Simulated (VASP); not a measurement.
Wanted: the native input for a VASP 6.6.1 run.

| Property | Result |
| --- | --- |
| Task | single point |
| Functional | PBE |
| Potentials or basis | VASP PAW PBE potentials, release 64 (Sr_sv, W_sv, N) |
| Cutoff | 520 eV |
| k mesh | 6 × 6 × 4 |
| Occupations | gaussian, width 0.1 eV |
| Spin | no spin polarisation |
| Dipole correction | no |
| Further INCAR settings | ALGO = Normal; EDIFF = 1e-07; NBANDS = 25 |

The structure of SrWN2 lies in POSCAR:

```
SrWN2
1.0
    3.1481293707      0.0000000026      0.0000000000
   -1.5740646876      2.7263600081      0.0000000000
    0.0000000000      0.0000000000      6.0957517125
Sr W N
1 1 2
Direct
    0.0000000000      0.0000000000      0.0000000000
    0.0000000000      0.0000000000      0.5000000000
    0.3333333333      0.6666666667      0.3051168270
    0.6666666667      0.3333333333      0.6948831730
```

One way to write it, as run:

INCAR

```
ALGO = Normal ; EDIFF = 1E-7
ENCUT = 520 ; GGA = PE
ISIF = 2 ; ISMEAR = 0
LASPH = T ; LCHARG = F
LREAL = F ; LWAVE = F
NBANDS = 25 ; NELM = 60
PREC = Accurate ; SIGMA = 0.1
```

KPOINTS

```
k-points
0
Gamma
  6 6 4
```

Potentials or basis: VASP PAW PBE potentials, release 64 (Sr_sv, W_sv, N).

The run is started by

```bash
$ cat potpaw_PBE.64/Sr_sv/POTCAR potpaw_PBE.64/W_sv/POTCAR potpaw_PBE.64/N/POTCAR > POTCAR
$ mpirun -np 1 vasp_std > vasp.out
```

It gave:

The pressure is 1.1 GPa. The largest force is 0.008 eV/Å. The band gap on the k mesh is zero (bands 17 and 18 overlap by 0.95 eV).

Caveat: the k points lie up to 0.38 Å⁻¹ apart, too coarse for converged energies and pressures of a metal; spin-orbit coupling is left out, which moves the levels of the heavy elements.

Wall time 22 s on 1 thread of AMD EPYC 9R45 96-Core Processor (Zen 5), with other jobs on the host, peak memory 0.16 GiB.
